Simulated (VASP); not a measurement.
## PtS2: single point with PBE

The system is PtS2.

```
CELL_PARAMETERS angstrom
3.54320 0.00000 0.00000
-1.77160 3.06850 0.00000
0.00000 0.00000 5.03880
ATOMIC_POSITIONS crystal
Pt 0.00000 0.00000 0.00000
S 0.66667 0.33333 0.77498
S 0.33333 0.66667 0.22700
```

| Item | Value |
| --- | --- |
| Program | VASP 6.6.1 |
| Task | single point |
| Functional | PBE |
| Potentials or basis | VASP PAW PBE potentials, release 64 (Pt, S) |
| Cutoff | 520 eV |
| k mesh | 11 × 11 × 7 |
| Occupations | fermi-dirac, width 0.02 eV |
| Spin | no spin polarisation |

```json
{
 "Pressure": "11.5 GPa",
 "Largest force": "1.340 eV/Å",
 "Band gap on the k mesh": "0.74 eV, indirect (least direct gap 1.00 eV)"
}
```

Forces on the atoms (eV/Å):
```
Pt   0.000  0.000  0.106
S    0.000  0.000 -1.340
S    0.000  0.000  1.234
```

Stress tensor (GPa, compression positive):
```
12.03  0.00  0.00
 0.00 12.03  0.00
 0.00  0.00 10.50
```

Levels at points of the mesh, in eV from the valence-band top:
| k point | band 8 | band 9 | band 10 | band 11 | band 12 | band 13 | band 14 | band 15 |
| --- | --- | --- | --- | --- | --- | --- | --- | --- |
| (0.00, 0.00, 0.00) | -1.82 | -1.19 | -1.19 | -0.18 | 2.43 | 2.43 | 4.76 | 5.74 |

It took 51 s on 1 thread of AMD EPYC 9R45 96-Core Processor (Zen 5), on a shared host, peak memory 0.21 GiB.

Caveat: spin-orbit coupling is left out, which moves the levels of the heavy elements; forces of over 1 eV/Å act on the atoms, so gaps and moduli don't describe the material at rest. Expect the measured gap to be larger: semilocal functionals such as PBE lack the derivative discontinuity.
